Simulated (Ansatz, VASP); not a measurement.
# One calculation of AgBr, two programs

```
CELL_PARAMETERS angstrom
0.00000 2.89053 2.89053
2.89053 0.00000 2.89053
2.89053 2.89053 0.00000
ATOMIC_POSITIONS crystal
Ag 0.00000 0.00000 0.00000
Br 0.50000 0.50000 0.50000
```

Alike in both runs: task single point; functional PBE; k mesh 6 × 6 × 6; no spin polarisation.

```csv
,VASP,Ansatz
version,VASP 6.6.1,Ansatz 0.2.0
potentials or method,"VASP PAW PBE potentials, release 64 (Ag, Br)","plane waves, PAW"
plane-wave cutoff (eV),500,420
occupations,"gaussian, width 0.01 eV",fixed
valence electrons in the cell,18,26
```

```tsv
	VASP	Ansatz	Ansatz less VASP
gap on the k mesh at the Fermi level (eV)	0.68	0.68	+0.001
pressure (GPa)	1.3	1.3	+0.04
```

VASP's potentials hold 18 valence electrons a cell and Ansatz's 26, so a difference there can come from the potentials and not from the codes.
